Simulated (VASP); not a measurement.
A run of VASP 6.6.1:

Contents of INCAR:

```
SYSTEM = SiW6
ALGO     = Normal         ! electronic algorithm
DIPOL    = 0.5 0.5 0.318
EDIFF    = 1E-6           ! SCF threshold, eV
ENCUT    = 520            ! plane-wave cutoff, eV
GGA      = PE             ! functional
IDIPOL   = 3            
ISIF     = 2              ! what is computed and relaxed
ISMEAR   = 0              ! smearing method
IVDW     = 12             ! dispersion correction
LASPH    = .TRUE.         ! aspherical terms in the spheres
LCHARG   = .TRUE.         ! write CHGCAR
LDIPOL   = .TRUE.       
LELF     = .TRUE.         ! ELF
LREAL    = .FALSE.        ! projectors in reciprocal space
LVACPOTAV= .TRUE.       
LVHAR    = .TRUE.       
LWAVE    = .FALSE.        ! write WAVECAR
NBANDS   = 53             ! bands
NELM     = 100            ! most SCF steps
PREC     = Accurate       ! precision mode
SIGMA    = 0.1            ! smearing width, eV
```

The input KPOINTS:

```
k-points
0
G
  6 6 1
  0 0 0
```

File POSCAR:

```
SiW6
1.0
    4.4682526324      0.0000000000      0.0000000000
   -2.2341263162      3.8696202902      0.0000000000
    0.0000000000      0.0000000000     21.7259061349
W Si
6 1
Direct
    0.6666666667      0.3333333333      0.1841119986
    0.3333333333      0.6666666667      0.2260931360
    0.0000000000      0.0000000000      0.2680742733
    0.6666666667      0.3333333333      0.3070897866
    0.3333333333      0.6666666667      0.3466976876
    0.0000000000      0.0000000000      0.3832248047
    0.6666666667      0.2222222222      0.5121032037
```

Potentials or basis: VASP PAW PBE potentials, release 64 (W_sv, Si).

Command:

```sh
$ cat potpaw_PBE.64/W_sv/POTCAR potpaw_PBE.64/Si/POTCAR > POTCAR
$ mpirun -np 1 vasp_std > vasp.out
```

Hardware: 1 thread of AMD EPYC 9R45 96-Core Processor (Zen 5), on a shared host.

Q: Estimate the wall time of this run.

A: Wall time 12 min on 1 thread of AMD EPYC 9R45 96-Core Processor (Zen 5), with other jobs on the host, peak memory 0.65 GiB. Counts: scf iterations 32, k points 20.
